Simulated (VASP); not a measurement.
# CdS (F-43m) in VASP: single point with r2SCAN

Aim: the single point of CdS with r2SCAN.

Everything below comes from runs of VASP 6.6.1. Logs are shortened: lines on timing, memory, paths and dates and some standing lists are left out, and cuts for length are marked.

## Step 1: The cell of the first run

It takes space group F-43m (No. 216, cubic). The conventional cell has a = 5.948 Å, b = 5.948 Å, c = 5.948 Å, α = 90.00°, β = 90.00°, γ = 90.00°. Cd (site symmetry -43m) has 4 S at 2.58 Å within 3.4 Å. S (site symmetry -43m) has 4 Cd at 2.58 Å within 3.4 Å.

## Step 2: Single point, r2SCAN

POSCAR reads:

```
CdS
1.0
    2.9739466268      2.9739466268      0.0000000000
   -2.9739466268      2.9739466268      0.0000000000
    0.0000000000      2.9739466268      2.9739466268
Cd S
1 1
Direct
    0.0000000000      0.0000000000      0.0000000000
    0.7500000000      0.2500000000      0.5000000000
```

INCAR.step1 reads:

```
SYSTEM = CdS
ALGO = Normal
EDIFF = 1E-5
ENCUT = 700
GGA = PE
GGA_COMPAT = .False.
ISMEAR = 0
LASPH = .True.
LCHARG = .False.
LREAL = .False.
LWAVE = .True.
NBANDS = 20
NELM = 120
PREC = Accurate
SIGMA = 0.01
```

INCAR.step2 reads:

```
SYSTEM = CdS
ALGO = Normal
EDIFF = 1E-6
ENCUT = 700
GGA_COMPAT = .False.
ISIF = 2
ISMEAR = 0
ISTART = 1
LASPH = .True.
LCHARG = .False.
LMIXTAU = .True.
LREAL = .False.
LWAVE = .False.
METAGGA = R2SCAN
NBANDS = 20
NELM = 120
PREC = Accurate
SIGMA = 0.01
```

KPOINTS reads:

```
k-points
0
Gamma
  8 8 8
  0 0 0
```

Potentials or basis: VASP PAW PBE potentials, release 64 (Cd_sv_GW, S).

Command:

```
> cat potpaw_PBE.64/Cd_sv_GW/POTCAR potpaw_PBE.64/S/POTCAR > POTCAR
> cp INCAR.step1 INCAR
> mpirun -np 1 vasp_std > vasp.out
> cp INCAR.step2 INCAR
> mpirun -np 1 vasp_std > vasp.out
```

OUTCAR:

```text
SYSTEM = CdS
   EDIFF = 1E-6
   ENCUT = 700
   ISIF = 2
   ISMEAR = 0
   ISTART = 1
   LASPH = .True.
   LREAL = .False.
   METAGGA = R2SCAN
   NELM = 120
   PREC = Accurate

 ion  position               nearest neighbor table
   1  0.000  0.000  0.000-   2 2.58   2 2.58   2 2.58   2 2.58
   2  0.750  0.250  0.500-   1 2.58   1 2.58   1 2.58   1 2.58

  LATTYP: Found a face centered cubic cell.
 ALAT       =     5.9478932536

  Lattice vectors:

 A1 = (   0.0000000000,   2.9739466268,   2.9739466268)
 A2 = (   2.9739466268,   0.0000000000,   2.9739466268)
 A3 = (   2.9739466268,   2.9739466268,   0.0000000000)

Analysis of symmetry for initial positions (statically):
=====================================================================
 Subroutine PRICEL returns:
 Original cell was already a primitive cell.

 Routine SETGRP: Setting up the symmetry group for a
 face centered cubic supercell.

 Subroutine GETGRP returns: Found 24 space group operations
 (whereof 24 operations were pure point group operations)
 out of a pool of 48 trial point group operations.

The static configuration has the point symmetry T_d .

Analysis of symmetry for dynamics (positions and initial velocities):
=====================================================================
 Subroutine PRICEL returns:
 Original cell was already a primitive cell.

 Routine SETGRP: Setting up the symmetry group for a
 face centered cubic supercell.

 Subroutine GETGRP returns: Found 24 space group operations
 (whereof 24 operations were pure point group operations)
 out of a pool of 48 trial point group operations.

The dynamic configuration has the point symmetry T_d .

 Subroutine INISYM returns: Found 24 space group operations
 (whereof 24 operations are pure point group operations),
 and found     1 'primitive' translations

----------------------------------------------------------------------------------------

                                     Primitive cell

  volume of cell :      52.6053

  direct lattice vectors                    reciprocal lattice vectors
     2.973946627  2.973946627  0.000000000     0.168126756  0.168126756 -0.168126756
    -2.973946627  2.973946627  0.000000000    -0.168126756  0.168126756 -0.168126756
     0.000000000  2.973946627  2.973946627     0.000000000  0.000000000  0.336253513

  length of vectors
     4.205795653  4.205795653  4.205795653     0.291204084  0.291204084  0.336253513

  position of ions in fractional coordinates (direct lattice)
     0.000000000  0.000000000  0.000000000
     0.750000000  0.250000000  0.500000000

  ion indices of the primitive-cell ions
   primitive index   ion index
                 1           1
                 2           2

----------------------------------------------------------------------------------------

 KPOINTS: k-points

Automatic generation of k-mesh.
 Grid dimensions read from file:
 generate k-points for:    8    8    8

 Generating k-lattice:

  Cartesian coordinates                     Fractional coordinates (reciprocal lattice)
     0.021015845  0.021015845 -0.021015845     0.125000000  0.000000000  0.000000000
    -0.021015845  0.021015845 -0.021015845     0.000000000  0.125000000  0.000000000
     0.000000000  0.000000000  0.042031689     0.000000000  0.000000000  0.125000000

  Length of vectors
     0.036400511  0.036400511  0.042031689

  Shift w.r.t. Gamma in fractional coordinates (k-lattice)
     0.000000000  0.000000000  0.000000000

 Subroutine IBZKPT returns following result:
 ===========================================

 Found     29 irreducible k-points:

 Following reciprocal coordinates:
            Coordinates               Weight
  0.000000  0.000000  0.000000      1.000000
  0.125000  0.000000  0.000000      8.000000
  0.250000  0.000000  0.000000      8.000000
  0.375000  0.000000  0.000000      8.000000
  0.500000  0.000000  0.000000      4.000000
  0.125000  0.125000  0.000000     12.000000
[... 16 lines left out ...]
  0.375000  0.250000  0.125000     48.000000
  0.500000  0.250000  0.125000     24.000000
 [... further k-points ...]
   k-points           NKPTS =     29   k-points in BZ     NKDIM =     29   number of bands    NBANDS=     20
   number of dos      NEDOS =    301   number of ions     NIONS =      2
   total plane-waves  NPLWV =  46656
   dimension x,y,z NGX =    36 NGY =   36 NGZ =   36
   dimension x,y,z NGXF=    72 NGYF=   72 NGZF=   72
   ions per type =               1   1
   NGX,Y,Z   is equivalent  to a cutoff of  14.23, 14.23, 14.23 a.u.
   NGXF,Y,Z  is equivalent  to a cutoff of  28.46, 28.46, 28.46 a.u.
 SYSTEM =  CdS
   PREC   = accura    normal or accurate (medium, high low for compatibility)
   ISTART =      1    job   : 0-new  1-cont  2-samecut
   ICHARG =      0    charge: 1-file 2-atom 10-const
   ISPIN  =      1    spin polarized calculation?
   LNONCOLLINEAR =      F non collinear calculations
   LSORBIT =      F    spin-orbit coupling
   LASPH  =      T    aspherical Exc in radial PAW
   ENCUT  =  700.0 eV  51.45 Ry    7.17 a.u.   9.07  9.07  9.07*2*pi/ulx,y,z
   NELM   =    120;   NELMIN=  2; NELMDL=  0     # of ELM steps
   EDIFF  = 0.1E-05   stopping-criterion for ELM
   LREAL  =      F    real-space projection
   EDIFFG = 0.1E-04   stopping-criterion for IOM
   NSW    =      0    number of steps for IOM
   IBRION =     -1    ionic relax: 0-MD 1-quasi-New 2-CG
   NFREE  =      0    steps in history (QN), initial steepest desc. (CG)
   ISIF   =      2    stress and relaxation
   ISYM   =      2    0-nonsym 1-usesym 2-fastsym
   POTIM  = 0.5000    time-step for ionic-motion
   TEBEG  =    0.0;   TEEND  =   0.0 temperature during run
   PSTRESS=    0.0 pullay stress
   NELECT =      26.0000    total number of electrons
   NUPDOWN=      -1.0000    fix difference up-down
   EMIN   =  10.00;   EMAX   =-10.00  energy-range for DOS
   EFERMI =   0.00;   METHOD = LEGACY
   ISMEAR =     0;   SIGMA  =   0.01  broadening in eV -4-tet -1-fermi 0-gaus
   EFERMI_NEDOS =   21; number of points for ismear=-14 and -15
   IALGO  =     38    algorithm
   IMIX   =      4    mixing-type and parameters
     AMIX     =   0.40;   BMIX     =  1.00
     AMIX_MAG =   1.60;   BMIX_MAG =  1.00
  volume/ion in A,a.u.               =      26.30       177.50
  Fermi-wavevector in a.u.,A,eV,Ry     =   1.294363  2.445992 22.794871  1.675376
  Thomas-Fermi vector in A             =   2.425951
   LORBIT       =      0    0 simple, 1 ext, 2 COOP (PROOUT), +10 PAW based schemes
   METAGGA = R2SCAN    functional components
   LHFCALC =     F    Hartree Fock is set to
   AEXX    =    0.0000 exact exchange contribution
   IVDW    =     0    specifies the selected vdW correction
   LEPSILON=     F    determine dielectric tensor
   LRPA    =     F    only Hartree local field effects (RPA)
 non-spin polarized calculation
 Gauss-broadening in eV      SIGMA  =   0.01
  energy-cutoff  :      700.00
  volume of cell :       52.61
 maximum number of plane-waves:      2229
   NGX = 19   NGY = 19   NGZ = 19

 number of electron      25.9999990 magnetization

 Free energy of the ion-electron system (eV)
  ---------------------------------------------------
  ext. energy  EPLUGINS =         0.00000000
  ---------------------------------------------------
  free energy    TOTEN  =       -29.73704227 eV

  energy without entropy =      -29.73704227  energy(sigma->0) =      -29.73704227

 E-fermi :   2.0791     XC(G=0):  -9.5611

 val. band max:        2.0114435350   @ k =   0.0000   0.0000   0.0000
 cond. band min:       3.4723655647   @ k =   0.0000   0.0000   0.0000
 fundamental gap:      1.4609220297
 Fermi energy:         2.0790845346

 k-point     1 :       0.0000    0.0000    0.0000
  band No.  band energies     occupation
      1    -102.0116      2.00000
      2     -62.1702      2.00000
      3     -62.1702      2.00000
      4     -62.1702      2.00000
      5     -10.4972      2.00000
      6      -5.7934      2.00000
[... 12 lines left out ...]
     19      13.9442      0.00000
     20      13.9442      0.00000

 k-point     2 :       0.1250    0.0000    0.0000
  band No.  band energies     occupation
      1    -102.0116      2.00000
      2     -62.1703      2.00000
      3     -62.1702      2.00000
      4     -62.1702      2.00000
      5     -10.4422      2.00000
      6      -5.7735      2.00000
[... 12 lines left out ...]
     19      13.3142      0.00000
     20      14.2346      0.00000

 k-point     3 :       0.2500    0.0000    0.0000
  band No.  band energies     occupation
      1    -102.0116      2.00000
      2     -62.1704      2.00000
      3     -62.1702      2.00000
      4     -62.1702      2.00000
      5     -10.3091      2.00000
      6      -5.7301      2.00000
[... 12 lines left out ...]
     19      13.0716      0.00000
     20      13.5592      0.00000

 k-point     4 :       0.3750    0.0000    0.0000
  band No.  band energies     occupation
      1    -102.0116      2.00000
      2     -62.1706      2.00000
      3     -62.1703      2.00000
      4     -62.1703      2.00000
      5     -10.1761      2.00000
      6      -5.6960      2.00000
[... 12 lines left out ...]
     19      13.9339      0.00000
     20      13.9339      0.00000

 k-point     5 :       0.5000    0.0000    0.0000
  band No.  band energies     occupation
      1    -102.0116      2.00000
      2     -62.1707      2.00000
      3     -62.1703      2.00000
      4     -62.1703      2.00000
      5     -10.1214      2.00000
      6      -5.6851      2.00000
[... 12 lines left out ...]
     19      14.9814      0.00000
     20      14.9814      0.00000
[... 353 lines left out ...]
      6      -5.5777      2.00000
[... 12 lines left out ...]
     19      14.7867      0.00000
     20      15.8940      0.00000

 k-point    22 :       0.2500    0.2500    0.1250
  band No.  band energies     occupation
      1    -102.0116      2.00000
      2     -62.1705      2.00000
      3     -62.1703      2.00000
      4     -62.1703      2.00000
      5     -10.2114      2.00000
      6      -5.6820      2.00000
[... 12 lines left out ...]
     19      14.4397      0.00000
     20      16.0914      0.00000

 k-point    23 :       0.3750    0.2500    0.1250
  band No.  band energies     occupation
      1    -102.0116      2.00000
      2     -62.1706      2.00000
      3     -62.1704      2.00000
      4     -62.1703      2.00000
      5     -10.1067      2.00000
      6      -5.6489      2.00000
[... 12 lines left out ...]
     19      15.2089      0.00000
     20      15.4866      0.00000

 k-point    24 :       0.5000    0.2500    0.1250
  band No.  band energies     occupation
      1    -102.0116      2.00000
      2     -62.1706      2.00000
      3     -62.1704      2.00000
      4     -62.1703      2.00000
      5     -10.0640      2.00000
      6      -5.6431      2.00000
[... 12 lines left out ...]
     19      14.6572      0.00000
     20      15.5753      0.00000

 [... further k-points ...]

------------------------ aborting loop because EDIFF is reached ----------------------------------------

  FORCE on cell =-STRESS in cart. coord.  units (eV):
  Direction    XX          YY          ZZ          XY          YZ          ZX
  --------------------------------------------------------------------------------------
  -------------------------------------------------------------------------------------
  Total       -0.6789115     -0.6789115     -0.6789115      0.0000000      0.0000000     -0.0000000
  in kB      -20.6773195    -20.6773195    -20.6773195      0.0000000      0.0000000     -0.0000000
  external PRESSURE =     -20.6773195 kB  Pullay stress =       0.0000000 kB

 VOLUME and BASIS-vectors are now :
 -----------------------------------------------------------------------------
  energy-cutoff  :      700.00
  volume of cell :       52.61
      direct lattice vectors                 reciprocal lattice vectors
     2.973946627  2.973946627  0.000000000     0.168126756  0.168126756 -0.168126756
    -2.973946627  2.973946627  0.000000000    -0.168126756  0.168126756 -0.168126756
     0.000000000  2.973946627  2.973946627     0.000000000  0.000000000  0.336253513

 POSITION                                       TOTAL-FORCE (eV/Angst)
 -----------------------------------------------------------------------------------
      0.00000      0.00000      0.00000        -0.000000     -0.000000      0.000000
      1.48697      4.46092      1.48697         0.000000      0.000000      0.000000
 -----------------------------------------------------------------------------------
    total drift:                               -0.000000     -0.000000      0.000000

  FREE ENERGIE OF THE ION-ELECTRON SYSTEM (eV)
  ---------------------------------------------------
  free  energy   TOTEN  =       -29.7370422748 eV

  energy  without entropy=      -29.7370422748  energy(sigma->0) =      -29.73704227
```

Run time: 89 s. Hardware: 1 thread of Intel Xeon 6975P-C (Granite Rapids), shared host; peak memory 0.25 GiB.

What came out:

```
Free energy            : -29.7370 eV
Pressure               : -2.1 GPa
Band gap on the k mesh : 1.46 eV
```

Caveat: the PAW data sets were made with another functional, which shifts forces and pressure a little.
